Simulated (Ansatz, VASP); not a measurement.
This is a calculation of Tl for Ansatz 0.2.0.

Contents of input.yaml:

```yaml
crystal:
  lattice:
    - [3.5014788996, 0.0, 0.0]
    - [-1.7507394498, 3.0323696779, 0.0]
    - [0.0, 0.0, 5.5977057061]
  atoms:
    - { symbol: Tl, position: [0.6666666667, 0.3333333333, 0.75] }
    - { symbol: Tl, position: [0.3333333333, 0.6666666667, 0.25] }
hamiltonian:
  xc: r2scanh
  pseudopotentials: { kind: paw }
  dispersion: d3bj
kpoints:
  mp_grid: { grid: [5, 5, 3] }
scf:
  occupations: { method: methfessel_paxton, width: 0.2 }
output:
  forces: true
  stress: true
  eigenvalues: true
```

Potentials or basis: Ansatz PAW.

Launch:

```bash
$ ansatz run input.yaml --threads 2 --pin off --max-ram 5632MiB --backend cpu --events-out ev --progress --plain --runs-dir out
```

Question: Set up the same calculation for VASP 6.6.1. Potentials there: VASP PAW PBE potentials, release 64 (Tl_d).

Answer: As run (the cutoff follows the program's own potentials):

Contents of POSCAR:

```
Tl
1.0
    3.5014788996      0.0000000000      0.0000000000
   -1.7507394498      3.0323696779      0.0000000000
    0.0000000000      0.0000000000      5.5977057061
Tl
2
Direct
    0.6666666667      0.3333333333      0.7500000000
    0.3333333333      0.6666666667      0.2500000000
```

The input INCAR.step1:

```
ALGO = Normal
EDIFF = 1E-5
ENCUT = 520
GGA = PE
ISIF = 2
ISMEAR = 1
LASPH = T
LCHARG = F
LREAL = F
LWAVE = T
NBANDS = 20
NELM = 100
PREC = Accurate
SIGMA = 0.2
```

The input INCAR.step2:

```
AEXX = 0.1
ALGO = Normal
EDIFF = 1E-6
ENCUT = 520
ISIF = 2
ISMEAR = 1
ISTART = 1
IVDW = 12
LASPH = T
LCHARG = F
LHFCALC = T
LMIXTAU = T
LREAL = F
LWAVE = F
METAGGA = R2SCAN
NBANDS = 20
NELM = 100
PREC = Accurate
PRECFOCK = Normal
SIGMA = 0.2
VDW_A1 = 0.4709
VDW_A2 = 5.9157
VDW_S6 = 1.0
VDW_S8 = 1.1236
```

KPOINTS

```
k-points
0
Gamma
  5 5 3
```

Potentials or basis: VASP PAW PBE potentials, release 64 (Tl_d).

Command:

```sh
$ cat potpaw_PBE.64/Tl_d/POTCAR > POTCAR
$ cp INCAR.step1 INCAR
$ mpirun -np 1 vasp_std > vasp.out
$ cp INCAR.step2 INCAR
$ mpirun -np 1 vasp_std > vasp.out
```

Both were run:

|  | VASP | Ansatz | Ansatz less VASP |
| --- | --- | --- | --- |
| gap on the k mesh at the Fermi level (eV) | none | none | - |
| pressure (GPa) | -0.9 | -0.8 | +0.06 |
| traceless stress, the component that is largest in VASP (GPa) | 1.12 | 1.12 | +0.004 |

VASP's potentials were made for PBE, not for r2SCANh. A gap of «none» marks a metal or a gap that the smearing closes.

The k mesh is coarse, so the values compare programs but aren't converged. Neither program's run includes spin-orbit coupling.
